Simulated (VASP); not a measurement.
A run of VASP 6.6.1:

The input POSCAR:

```
Pt
1.0
    2.7606660000      0.0000000000      0.0000000000
   -1.3803330000      2.3908070000      0.0000000000
    0.0000000000      0.0000000000      4.7921340000
Pt
2
Direct
    0.6666666667      0.3333333333      0.7500000000
    0.3333333333      0.6666666667      0.2500000000
```

The input INCAR.step1:

```
SYSTEM = Pt
PREC = Accurate
ENCUT = 520
ISMEAR = 1
SIGMA = 0.15
LREAL = .FALSE.
LASPH = .TRUE.
NELM = 100
NBANDS = 17
GGA = PE
ALGO = Normal
EDIFF = 1E-4
LWAVE = .TRUE.
LCHARG = .FALSE.
```

The input INCAR.step2:

```
SYSTEM = Pt
PREC = Accurate
ENCUT = 520
EDIFF = 1E-6
ISMEAR = 1
SIGMA = 0.15
LREAL = .FALSE.
LASPH = .TRUE.
NELM = 100
ALGO = Normal
ISIF = 2
LWAVE = .FALSE.
LCHARG = .FALSE.
METAGGA = R2SCAN
LMIXTAU = .TRUE.
NBANDS = 17
ISTART = 1
```

Contents of KPOINTS:

```
Automatic mesh
0
G
  14 14 7
  0 0 0
```

Potentials or basis: VASP PAW PBE potentials, release 64 (Pt).

Launch:

```bash
$ cat potpaw_PBE.64/Pt/POTCAR > POTCAR
$ cp INCAR.step1 INCAR
$ mpirun -np 1 vasp_std > vasp.out
$ cp INCAR.step2 INCAR
$ mpirun -np 1 vasp_std > vasp.out
```

Hardware: 1 thread of Intel Xeon 8259CL (shared host).

Q: How long does it take, and how much memory?

A: Wall time 3.7 min on 1 thread of Intel Xeon 8259CL, with other jobs on the host, peak memory 0.19 GiB. Counts: k points 96.
